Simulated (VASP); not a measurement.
ZrO2, 6 atoms in the cell. It takes space group P4_2/nmc (No. 137, tetragonal). The conventional cell has a = 3.578 Å, b = 3.578 Å, c = 5.185 Å, α = 90.00°, β = 90.00°, γ = 90.00°. Zr (site symmetry -4m2) has 8 O at 2.06 to 2.38 Å within 2.7 Å. Within 2.7 Å of O (site symmetry 2mm) lie 4 Zr at 2.06 to 2.38 Å and 6 O at 2.59 Å. 

- Program: VASP 6.6.1
- Task: relaxation of cell and atoms
- Functional: r2SCAN
- Potentials or basis: VASP PAW PBE potentials, release 64 (Zr_sv, O)
- Cutoff: 660 eV
- k mesh: 6 × 6 × 6
- Occupations: gaussian, width 0.02 eV
- Spin: no spin polarisation
- Target pressure: 4 GPa
- Dipole correction: no
- Further INCAR settings: ALGO = Normal; EDIFF = 1e-07; IBRION = 2; EDIFFG = -0.008; NSW = 70; ISIF = 3

Potentials or basis: VASP PAW PBE potentials, release 64 (Zr_sv, O).

Launch:

```console
$ cat potpaw_PBE.64/Zr_sv/POTCAR potpaw_PBE.64/O/POTCAR > POTCAR
$ cp INCAR.step1 INCAR
$ mpirun -np 1 vasp_std > vasp.out
$ cp INCAR.step2 INCAR
$ mpirun -np 1 vasp_std > vasp.out
```

Hardware: 1 thread of Intel(R) Xeon(R) 6975P-C (Granite Rapids), with other jobs on the host.

Task: Estimate the wall time of this run.

Result: Wall time 25 min on 1 thread of Intel(R) Xeon(R) 6975P-C (Granite Rapids), on a shared host, peak memory 0.27 GiB. Counts: k points 40, ion steps 9.
